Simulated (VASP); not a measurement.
InSb, 2 atoms in the cell. It takes space group F-43m (No. 216, cubic). Conventional cell: a = 6.346 Å, b = 6.346 Å, c = 6.346 Å, α = 90.00°, β = 90.00°, γ = 90.00°. In (site symmetry -43m) has 4 Sb at 2.75 Å within 3.6 Å. Sb (site symmetry -43m) has 4 In at 2.75 Å within 3.6 Å. 

| Quantity | Value |
| --- | --- |
| Program | VASP 6.6.1 |
| Task | electric field gradients |
| Functional | PBEsol |
| Potentials or basis | VASP PAW PBE potentials, release 64 (In_d, Sb) |
| Cutoff | 520 eV |
| k mesh | 9 × 9 × 9 |
| Occupations | fermi-dirac, width 0.05 eV |
| Spin | no spin polarisation |
| Dipole correction | no |
| Further INCAR settings | ALGO = Normal; EDIFF = 1e-08; NBANDS = 16 |

Potentials or basis: VASP PAW PBE potentials, release 64 (In_d, Sb).

Launch:

```sh
$ cat potpaw_PBE.64/In_d/POTCAR potpaw_PBE.64/Sb/POTCAR > POTCAR
$ mpirun -np 1 vasp_std > vasp.out
```

Hardware: 1 thread of Intel Xeon 8259CL, with other jobs on the host.

Task: How long does it take, and how much memory?

Result: Wall time 83 s on 1 thread of Intel Xeon 8259CL (shared host), peak memory 0.22 GiB. Counts: scf iterations 15, k points 35.
